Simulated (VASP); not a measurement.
# SnO2 (P4_2/mnm) in VASP: a series of runs

SnO2 is run at these levels: PBEsol; tasks: single point.

Program: VASP 6.6.1. These are calculated values, not measurements. Logs are shortened: lines on timing, memory, paths and dates and some standing lists are left out, and cuts for length are marked.

### 1 The cell of the first run

Symmetry: P4_2/mnm, No. 136, tetragonal system. Conventional cell: a = 4.769 Å, b = 4.769 Å, c = 3.212 Å, α = 90.00°, β = 90.00°, γ = 90.00°. Sn (site symmetry mmm) has 6 O at 2.07 Å within 2.7 Å. Within 2.7 Å of O (site symmetry m2m) lie 3 Sn at 2.07 Å and 1 O at 2.61 Å.

### 2 Single point, PBEsol

INCAR

```
SYSTEM = SnO2
ALGO = Normal ; EDIFF = 1E-7
ENCUT = 520 ; GGA = PS
ISIF = 2 ; ISMEAR = 0
LASPH = .TRUE. ; LCHARG = .FALSE.
LREAL = .FALSE. ; LWAVE = .FALSE.
NBANDS = 35 ; NELM = 80
PREC = Accurate ; SIGMA = 0.02
```

KPOINTS

```
k-points
0
G
  6 6 8
  0 0 0
```

POSCAR

```
SnO2
1.0
    4.7689689799      0.0000000000      0.0000000000
    0.0000000000      4.7689689799      0.0000000000
    0.0000000000      0.0000000000      3.2120684289
Sn O
2 4
Direct
    0.0000000000      0.0000000000      0.0000000000
    0.5000000000      0.5000000000      0.5000000000
    0.3062765059      0.3062765059      0.0000000000
    0.1937234941      0.8062765059      0.5000000000
    0.6937234941      0.6937234941      0.0000000000
    0.8062765059      0.1937234941      0.5000000000
```

Potentials or basis: VASP PAW PBE potentials, release 64 (Sn_d, O).

Started as:

```console
$ cat potpaw_PBE.64/Sn_d/POTCAR potpaw_PBE.64/O/POTCAR > POTCAR
$ mpirun -np 1 vasp_std > vasp.out
```

OUTCAR:

```text
SYSTEM = SnO2
   EDIFF = 1E-7
   ENCUT = 520
   GGA = PS
   ISIF = 2
   ISMEAR = 0
   LASPH = .TRUE.
   LREAL = .FALSE.
   NELM = 80
   PREC = Accurate

 ion  position               nearest neighbor table
   1  0.000  0.000  0.000-   3 2.07   5 2.07   4 2.07   6 2.07   4 2.07   6 2.07   2 3.74   2 3.74
                             2 3.74   2 3.74   2 3.74   2 3.74   2 3.74   2 3.74
   2  0.500  0.500  0.500-   4 2.07   6 2.07   5 2.07   3 2.07   3 2.07   5 2.07   1 3.74   1 3.74
                             1 3.74   1 3.74   1 3.74   1 3.74   1 3.74   1 3.74
   3  0.306  0.306  0.000-   1 2.07   2 2.07   2 2.07
   4  0.194  0.806  0.500-   2 2.07   1 2.07   1 2.07
   5  0.694  0.694  0.000-   1 2.07   2 2.07   2 2.07
   6  0.806  0.194  0.500-   2 2.07   1 2.07   1 2.07

  LATTYP: Found a simple tetragonal cell.
 ALAT       =     4.7689689799
 C/A-ratio  =     0.6735351902

  Lattice vectors:

 A1 = (   4.7689689799,   0.0000000000,   0.0000000000)
 A2 = (   0.0000000000,   4.7689689799,   0.0000000000)
 A3 = (   0.0000000000,   0.0000000000,   3.2120684289)

Analysis of symmetry for initial positions (statically):
=====================================================================
 Subroutine PRICEL returns:
 Original cell was already a primitive cell.

 Routine SETGRP: Setting up the symmetry group for a
 simple tetragonal supercell.

 Subroutine GETGRP returns: Found 16 space group operations
 (whereof  8 operations were pure point group operations)
 out of a pool of 16 trial point group operations.

The static configuration has the point symmetry D_2h.
 The point group associated with its full space group is D_4h.

Analysis of symmetry for dynamics (positions and initial velocities):
=====================================================================
 Subroutine PRICEL returns:
 Original cell was already a primitive cell.

 Routine SETGRP: Setting up the symmetry group for a
 simple tetragonal supercell.

 Subroutine GETGRP returns: Found 16 space group operations
 (whereof  8 operations were pure point group operations)
 out of a pool of 16 trial point group operations.

The dynamic configuration has the point symmetry D_2h.
 The point group associated with its full space group is D_4h.

 Subroutine INISYM returns: Found 16 space group operations
 (whereof  8 operations are pure point group operations),
 and found     1 'primitive' translations

----------------------------------------------------------------------------------------

                                     Primitive cell

  volume of cell :      73.0523

  direct lattice vectors                    reciprocal lattice vectors
     4.768968980  0.000000000  0.000000000     0.209688929  0.000000000  0.000000000
     0.000000000  4.768968980  0.000000000     0.000000000  0.209688929  0.000000000
     0.000000000  0.000000000  3.212068429     0.000000000  0.000000000  0.311325871

  length of vectors
     4.768968980  4.768968980  3.212068429     0.209688929  0.209688929  0.311325871

  position of ions in fractional coordinates (direct lattice)
     0.000000000  0.000000000  0.000000000
     0.500000000  0.500000000  0.500000000
     0.306276506  0.306276506  0.000000000
     0.193723494  0.806276506  0.500000000
     0.693723494  0.693723494  0.000000000
     0.806276506  0.193723494  0.500000000

  ion indices of the primitive-cell ions
   primitive index   ion index
                 1           1
                 2           2
                 3           3
                 4           4
                 5           5
                 6           6

----------------------------------------------------------------------------------------

 KPOINTS: k-points

Automatic generation of k-mesh.
 Grid dimensions read from file:
 generate k-points for:    6    6    8

 Generating k-lattice:

  Cartesian coordinates                     Fractional coordinates (reciprocal lattice)
     0.034948155  0.000000000  0.000000000     0.166666667  0.000000000  0.000000000
     0.000000000  0.034948155  0.000000000     0.000000000  0.166666667  0.000000000
     0.000000000  0.000000000  0.038915734     0.000000000  0.000000000  0.125000000

  Length of vectors
     0.034948155  0.034948155  0.038915734

  Shift w.r.t. Gamma in fractional coordinates (k-lattice)
     0.000000000  0.000000000  0.000000000

 Subroutine IBZKPT returns following result:
 ===========================================

 Found     50 irreducible k-points:

 Following reciprocal coordinates:
            Coordinates               Weight
  0.000000  0.000000  0.000000      1.000000
  0.166667  0.000000  0.000000      4.000000
  0.333333  0.000000  0.000000      4.000000
  0.500000  0.000000  0.000000      2.000000
  0.166667  0.166667  0.000000      4.000000
  0.333333  0.166667  0.000000      8.000000
[... 16 lines left out ...]
  0.333333  0.000000  0.250000      8.000000
  0.500000  0.000000  0.250000      4.000000
 [... further k-points ...]
   k-points           NKPTS =     50   k-points in BZ     NKDIM =     50   number of bands    NBANDS=     35
   number of dos      NEDOS =    301   number of ions     NIONS =      6
   total plane-waves  NPLWV =  31104
   dimension x,y,z NGX =    36 NGY =   36 NGZ =   24
   dimension x,y,z NGXF=    72 NGYF=   72 NGZF=   48
   ions per type =               2   4
   NGX,Y,Z   is equivalent  to a cutoff of  12.55, 12.55, 12.42 a.u.
   NGXF,Y,Z  is equivalent  to a cutoff of  25.10, 25.10, 24.84 a.u.
 SYSTEM =  SnO2
   PREC   = accura    normal or accurate (medium, high low for compatibility)
   ISTART =      0    job   : 0-new  1-cont  2-samecut
   ICHARG =      2    charge: 1-file 2-atom 10-const
   ISPIN  =      1    spin polarized calculation?
   LNONCOLLINEAR =      F non collinear calculations
   LSORBIT =      F    spin-orbit coupling
   LASPH  =      T    aspherical Exc in radial PAW
   ENCUT  =  520.0 eV  38.22 Ry    6.18 a.u.   8.87  8.87  5.97*2*pi/ulx,y,z
   NELM   =     80;   NELMIN=  2; NELMDL= -5     # of ELM steps
   EDIFF  = 0.1E-06   stopping-criterion for ELM
   LREAL  =      F    real-space projection
   EDIFFG = 0.1E-05   stopping-criterion for IOM
   NSW    =      0    number of steps for IOM
   IBRION =     -1    ionic relax: 0-MD 1-quasi-New 2-CG
   NFREE  =      0    steps in history (QN), initial steepest desc. (CG)
   ISIF   =      2    stress and relaxation
   ISYM   =      2    0-nonsym 1-usesym 2-fastsym
   POTIM  = 0.5000    time-step for ionic-motion
   TEBEG  =    0.0;   TEEND  =   0.0 temperature during run
   PSTRESS=    0.0 pullay stress
   NELECT =      52.0000    total number of electrons
   NUPDOWN=      -1.0000    fix difference up-down
   EMIN   =  10.00;   EMAX   =-10.00  energy-range for DOS
   EFERMI =   0.00;   METHOD = LEGACY
   ISMEAR =     0;   SIGMA  =   0.02  broadening in eV -4-tet -1-fermi 0-gaus
   EFERMI_NEDOS =   21; number of points for ismear=-14 and -15
   IALGO  =     38    algorithm
   IMIX   =      4    mixing-type and parameters
     AMIX     =   0.40;   BMIX     =  1.00
     AMIX_MAG =   1.60;   BMIX_MAG =  1.00
  volume/ion in A,a.u.               =      12.18        82.16
  Fermi-wavevector in a.u.,A,eV,Ry     =   1.461722  2.762253 29.070619  2.136630
  Thomas-Fermi vector in A             =   2.578020
   LORBIT       =      0    0 simple, 1 ext, 2 COOP (PROOUT), +10 PAW based schemes
   GGA     = PS    functional components
   LHFCALC =     F    Hartree Fock is set to
   AEXX    =    0.0000 exact exchange contribution
   IVDW    =     0    specifies the selected vdW correction
   LEPSILON=     F    determine dielectric tensor
   LRPA    =     F    only Hartree local field effects (RPA)
 non-spin polarized calculation
 Gauss-broadening in eV      SIGMA  =   0.02
  energy-cutoff  :      520.00
  volume of cell :       73.05
 maximum number of plane-waves:      1994
 NGX is ok and might be reduce to    36
   NGX = 17   NGY = 17   NGZ = 11

 number of electron      52.0000008 magnetization

 Free energy of the ion-electron system (eV)
  ---------------------------------------------------
  ext. energy  EPLUGINS =         0.00000000
  ---------------------------------------------------
  free energy    TOTEN  =       -39.66990977 eV

  energy without entropy =      -39.66990977  energy(sigma->0) =      -39.66990977

 E-fermi :   5.9254     XC(G=0): -11.4256

 val. band max:        5.7765949117   @ k =   0.0000   0.0000   0.0000
 cond. band min:       6.6907066475   @ k =   0.0000   0.0000   0.0000
 fundamental gap:      0.9141117357
 Fermi energy:         5.9254088112

 k-point     1 :       0.0000    0.0000    0.0000
  band No.  band energies     occupation
      1     -15.2267      2.00000
      2     -14.4772      2.00000
      3     -14.2335      2.00000
      4     -14.2083      2.00000
      5     -14.2083      2.00000
      6     -14.1394      2.00000
[... 27 lines left out ...]
     34      17.5430      0.00000
     35      18.0892      0.00000

 k-point     2 :       0.1667    0.0000    0.0000
  band No.  band energies     occupation
      1     -15.1854      2.00000
      2     -14.5240      2.00000
      3     -14.2332      2.00000
      4     -14.2065      2.00000
      5     -14.2064      2.00000
      6     -14.1739      2.00000
[... 27 lines left out ...]
     34      17.5620      0.00000
     35      18.0570      0.00000

 k-point     3 :       0.3333    0.0000    0.0000
  band No.  band energies     occupation
      1     -15.0657      2.00000
      2     -14.6768      2.00000
      3     -14.2323      2.00000
      4     -14.2153      2.00000
      5     -14.2028      2.00000
      6     -14.2027      2.00000
[... 27 lines left out ...]
     34      17.7309      0.00000
     35      18.0116      0.00000
[... 723 lines left out ...]
 k-point    23 :       0.3333    0.0000    0.2500
  band No.  band energies     occupation
      1     -14.9569      2.00000
      2     -14.8163      2.00000
      3     -14.4942      2.00000
      4     -14.2815      2.00000
      5     -14.1274      2.00000
      6     -14.1213      2.00000
[... 27 lines left out ...]
     34      17.6857      0.00000
     35      17.9651      0.00000

 k-point    24 :       0.5000    0.0000    0.2500
  band No.  band energies     occupation
      1     -14.9071      2.00000
      2     -14.9071      2.00000
      3     -14.3744      2.00000
      4     -14.3744      2.00000
      5     -14.1225      2.00000
      6     -14.1225      2.00000
[... 27 lines left out ...]
     34      17.8953      0.00000
     35      18.0531      0.00000

 [... further k-points ...]

------------------------ aborting loop because EDIFF is reached ----------------------------------------

  FORCE on cell =-STRESS in cart. coord.  units (eV):
  Direction    XX          YY          ZZ          XY          YZ          ZX
  --------------------------------------------------------------------------------------
  -------------------------------------------------------------------------------------
  Total        0.2501093      0.2501093      0.3900982     -0.0000000      0.0000000      0.0000000
  in kB        5.4853799      5.4853799      8.5556057     -0.0000000      0.0000000      0.0000000
  external PRESSURE =       6.5087885 kB  Pullay stress =       0.0000000 kB

 VOLUME and BASIS-vectors are now :
 -----------------------------------------------------------------------------
  energy-cutoff  :      520.00
  volume of cell :       73.05
      direct lattice vectors                 reciprocal lattice vectors
     4.768968980  0.000000000  0.000000000     0.209688929  0.000000000  0.000000000
     0.000000000  4.768968980  0.000000000     0.000000000  0.209688929  0.000000000
     0.000000000  0.000000000  3.212068429     0.000000000  0.000000000  0.311325871

 POSITION                                       TOTAL-FORCE (eV/Angst)
 -----------------------------------------------------------------------------------
      0.00000      0.00000      0.00000         0.000000      0.000000     -0.000000
      2.38448      2.38448      1.60603         0.000000      0.000000     -0.000000
      1.46062      1.46062      0.00000        -0.010813     -0.010813      0.000000
      0.92386      3.84511      1.60603         0.010813     -0.010813     -0.000000
      3.30835      3.30835      0.00000         0.010813      0.010813     -0.000000
      3.84511      0.92386      1.60603        -0.010813      0.010813     -0.000000
 -----------------------------------------------------------------------------------
    total drift:                                0.000000      0.000000      0.000000

  FREE ENERGIE OF THE ION-ELECTRON SYSTEM (eV)
  ---------------------------------------------------
  free  energy   TOTEN  =       -39.6699097744 eV

  energy  without entropy=      -39.6699097744  energy(sigma->0) =      -39.66990977
```

Wall time 55 s (1 thread of Intel Xeon Platinum 8488C (Sapphire Rapids), shared host); peak memory 0.23 GiB.

What came out:

```yaml
Free_energy: -39.6699 eV
Pressure: 0.7 GPa
Largest_force: 0.015 eV/Å
Band_gap_on_the_k_mesh: 0.91 eV, direct
```

Forces on the atoms (eV/Å):
```
Sn   0.000  0.000  0.000
Sn   0.000  0.000  0.000
O   -0.011 -0.011  0.000
O    0.011 -0.011  0.000
O    0.011  0.011  0.000
O   -0.011  0.011  0.000
```

Caveat: the PAW data sets were made with another functional, which shifts forces and pressure a little; spin-orbit coupling is left out, which moves the levels of the heavy elements. As with any semilocal functional, this PBEsol gap is likely too small.

### 3 Single point, PBEsol

INCAR

```
  ALGO = Normal
  EDIFF = 1E-6
  ENCUT = 520
  GGA = PS
  ISIF = 2
  ISMEAR = 0
  LASPH = True
  LCHARG = True
  LELF = True
  LREAL = False
  LVHAR = True
  LWAVE = False
  NBANDS = 35
  NELM = 100
  PREC = Accurate
  SIGMA = 0.02
```

KPOINTS

```
k-points
0
Gamma
  6 6 8
```

POSCAR is that of step 2.

Potentials or basis: VASP PAW PBE potentials, release 64 (Sn_d, O).

Started as:

```console
$ cat potpaw_PBE.64/Sn_d/POTCAR potpaw_PBE.64/O/POTCAR > POTCAR
$ mpirun -np 1 vasp_std > vasp.out
```

OUTCAR:

```text
EDIFF = 1E-6
   ENCUT = 520
   GGA = PS
   ISIF = 2
   ISMEAR = 0
   LASPH = True
   LREAL = False
   NELM = 100
   PREC = Accurate

 ion  position               nearest neighbor table
   1  0.000  0.000  0.000-   3 2.07   5 2.07   4 2.07   6 2.07   4 2.07   6 2.07   2 3.74   2 3.74
                             2 3.74   2 3.74   2 3.74   2 3.74   2 3.74   2 3.74
   2  0.500  0.500  0.500-   4 2.07   6 2.07   5 2.07   3 2.07   3 2.07   5 2.07   1 3.74   1 3.74
[... 1127 lines left out ...]
  -------------------------------------------------------------------------------------
  Total        0.2561403      0.2561403      0.3959297     -0.0000000      0.0000000      0.0000000
  in kB        5.6176514      5.6176514      8.6835016     -0.0000000      0.0000000      0.0000000
  external PRESSURE =       6.6396014 kB  Pullay stress =       0.0000000 kB

 VOLUME and BASIS-vectors are now :
 -----------------------------------------------------------------------------
  energy-cutoff  :      520.00
  volume of cell :       73.05
      direct lattice vectors                 reciprocal lattice vectors
     4.768968980  0.000000000  0.000000000     0.209688929  0.000000000  0.000000000
     0.000000000  4.768968980  0.000000000     0.000000000  0.209688929  0.000000000
     0.000000000  0.000000000  3.212068429     0.000000000  0.000000000  0.311325871

 POSITION                                       TOTAL-FORCE (eV/Angst)
 -----------------------------------------------------------------------------------
      0.00000      0.00000      0.00000         0.000000      0.000000     -0.000000
      2.38448      2.38448      1.60603         0.000000      0.000000     -0.000000
      1.46062      1.46062      0.00000        -0.010855     -0.010855      0.000000
      0.92386      3.84511      1.60603         0.010855     -0.010855      0.000000
      3.30835      3.30835      0.00000         0.010855      0.010855     -0.000000
      3.84511      0.92386      1.60603        -0.010855      0.010855     -0.000000
 -----------------------------------------------------------------------------------
    total drift:                                0.000000      0.000000      0.000000

  FREE ENERGIE OF THE ION-ELECTRON SYSTEM (eV)
  ---------------------------------------------------
  free  energy   TOTEN  =       -39.6699096711 eV

  energy  without entropy=      -39.6699096711  energy(sigma->0) =      -39.66990967
```

OSZICAR:

```text
N       E                     dE             d eps       ncg     rms          rms(c)
DAV:   1     0.621778607342E+03    0.62178E+03   -0.25723E+04  3965   0.230E+03
DAV:   2     0.542357804974E+02   -0.56754E+03   -0.53445E+03  3759   0.607E+02
DAV:   3    -0.401494676239E+02   -0.94385E+02   -0.92869E+02  3794   0.207E+02
DAV:   4    -0.450046998432E+02   -0.48552E+01   -0.48192E+01  4440   0.502E+01
DAV:   5    -0.451313555969E+02   -0.12666E+00   -0.12645E+00  4367   0.851E+00    0.149E+01
DAV:   6    -0.396682379598E+02    0.54631E+01   -0.15115E+01  5488   0.616E+01    0.606E+00
DAV:   7    -0.397253782432E+02   -0.57140E-01   -0.17700E+00  3992   0.731E+00    0.315E+00
DAV:   8    -0.396797359613E+02    0.45642E-01   -0.18013E-01  5236   0.378E+00    0.693E-01
DAV:   9    -0.396694090793E+02    0.10327E-01   -0.31421E-02  5710   0.292E+00    0.121E-01
DAV:  10    -0.396698632206E+02   -0.45414E-03   -0.35241E-03  4645   0.508E-01    0.450E-02
DAV:  11    -0.396699108861E+02   -0.47665E-04   -0.13665E-04  5303   0.931E-02    0.194E-02
DAV:  12    -0.396699119082E+02   -0.10221E-05   -0.92518E-06  5218   0.245E-02    0.119E-02
DAV:  13    -0.396699095746E+02    0.23336E-05   -0.80742E-06  4284   0.387E-02    0.250E-03
DAV:  14    -0.396699096711E+02   -0.96557E-07   -0.50156E-07  2234   0.643E-03
   1 F= -.39669910E+02 E0= -.39669910E+02  d E =-.353955E-28
```

Run time: 53 s. Hardware: 1 thread of Intel Xeon Platinum 8488C (Sapphire Rapids), shared host; peak memory 0.23 GiB.

What came out:

| Quantity | Value |
| --- | --- |
| Free energy | -39.6699 eV |
| Pressure | 0.7 GPa |
| Largest force | 0.015 eV/Å |
| Band gap on the k mesh | 0.91 eV, direct |

Forces on the atoms (eV/Å):
```
Sn   0.000  0.000  0.000
Sn   0.000  0.000  0.000
O   -0.011 -0.011  0.000
O    0.011 -0.011  0.000
O    0.011  0.011  0.000
O   -0.011  0.011  0.000
```

Levels at points of the mesh, in eV from the valence-band top:
```csv
k point,band 22,band 23,band 24,band 25,band 26,band 27,band 28,band 29,band 30,band 31
"(0.00, 0.00, 0.00)",-1.27,-1.27,-0.78,-0.78,0.00,0.91,5.85,6.03,6.03,10.13
"(0.50, 0.00, 0.00)",-1.98,-1.22,-1.22,-0.63,-0.63,4.13,4.13,6.80,6.80,10.64
"(0.50, 0.50, 0.00)",-1.99,-1.35,-1.35,-0.89,-0.89,4.53,4.53,7.23,7.23,10.68
"(0.00, 0.00, 0.50)",-2.66,-1.64,-1.64,-1.25,-1.25,5.87,5.87,9.43,9.43,10.36
"(0.50, 0.00, 0.50)",-1.74,-1.09,-1.09,-0.73,-0.73,6.15,6.15,7.73,7.73,10.69
"(0.50, 0.50, 0.50)",-2.45,-0.96,-0.96,-0.82,-0.82,4.55,4.55,8.61,8.61,10.69
```

Caveat: the PAW data sets were made with another functional, which shifts forces and pressure a little; spin-orbit coupling is left out, which moves the levels of the heavy elements. A hybrid or GW would open this gap; PBEsol tends to underestimate it.
